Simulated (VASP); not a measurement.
Wanted: the native input for a VASP 6.6.1 run.

| Property | Result |
| --- | --- |
| Task | single point |
| Functional | PBEsol |
| Potentials or basis | VASP PAW PBE potentials, release 64 (Fe_sv, O) |
| Cutoff | 600 eV |
| k mesh | 9 × 9 × 9 |
| Occupations | fermi-dirac, width 0.05 eV |
| Spin | collinear spin, ferromagnetic start |
| Starting moments | [3.0, 0.0] μB |
| Fixed moment | 3 μB |
| Dipole correction | no |
| Second run | valence_matched |
| Further INCAR settings | ALGO = Normal; EDIFF = 1e-06; NBANDS = 22 |

The structure of FeO (Wuestite) lies in POSCAR:

```
FeO
1.0
    0.0000000000      2.1554000000      2.1554000000
    2.1554000000      0.0000000000      2.1554000000
    2.1554000000      2.1554000000      0.0000000000
Fe O
1 1
Direct
    0.0000000000      0.0000000000      0.0000000000
    0.5000000000      0.5000000000      0.5000000000
```

One way to write it, as run:

INCAR

```
SYSTEM = FeO
ALGO = Normal
EDIFF = 1E-6
ENCUT = 600
GGA = PS
GGA_COMPAT = .False.
ISIF = 2
ISMEAR = -1
ISPIN = 2
LASPH = .True.
LCHARG = .True.
LELF = .True.
LMAXMIX = 4
LORBIT = 11
LREAL = .False.
LVHAR = .True.
LWAVE = .False.
MAGMOM = 3 0
NBANDS = 22
NELM = 200
NUPDOWN = 3.0
PREC = Accurate
SIGMA = 0.05
```

KPOINTS

```
k-points
0
Gamma
  9 9 9
  0 0 0
```

Potentials or basis: VASP PAW PBE potentials, release 64 (Fe_sv, O).

Launch:

```console
$ cat potpaw_PBE.64/Fe_sv/POTCAR potpaw_PBE.64/O/POTCAR > POTCAR
$ mpirun -np 1 vasp_std > vasp.out
```

Results of the run:

```json
{
 "Pressure": "-21.8 GPa",
 "Net moment": "3.00 μB per cell",
 "Site moments": "Fe +2.74; O +0.08 μB",
 "Valence electrons inside the program's atomic spheres": "Fe 13.65; O 4.92"
}
```

Caveat: the PAW data sets were made with another functional, which shifts forces and pressure a little; the total moment is fixed, so each spin has its own Fermi level; a cell with one magnetic atom can't hold antiferromagnetic order, which such compounds often take.

It took 17 s on 1 thread of Intel(R) Xeon(R) Platinum 8488C (Sapphire Rapids) (shared host), peak memory 0.16 GiB.
